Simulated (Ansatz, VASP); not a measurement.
One calculation of WC, two programs

```xyz
2
Lattice="2.8787 0.0000 0.0000 -1.4394 2.4931 0.0000 0.0000 0.0000 2.8124" Properties=species:S:1:pos:R:3 pbc="T T T"
W     0.0000    0.0000    0.0000
C     1.4394    0.8310    1.4062
```

Change from the starting cell: volume scaled by 0.98, ions relaxed.

Alike in both runs: functional PBE; k mesh 18 × 18 × 16; occupations fermi-dirac, width 0.05 eV; collinear spin.

Ansatz relaxed the structure, and its values are those at the end. VASP's run is a single point on that final structure, the one shown.

|  | VASP | Ansatz |
| --- | --- | --- |
| version | VASP 6.6.1 | Ansatz 0.2.0 |
| potentials or method | VASP PAW PBE potentials, release 64 (W_sv, C) | plane-wave PAW, scalar-relativistic |
| plane-wave cutoff (eV) | 520 | 420 |
| valence electrons in the cell | 18 | 18 |

Ansatz gave:

| Item | Value |
| --- | --- |
| pressure (GPa) | 17.6 |
| net moment per atom (μB) | 0.00 |

Problem. Estimate VASP's values.

Solution. Pressure (GPa): 18.9; net moment per atom (μB): 0.00.

Ansatz's warnings: seeded moment not kept, stress scf threshold loose.

Spin-orbit coupling is off throughout.
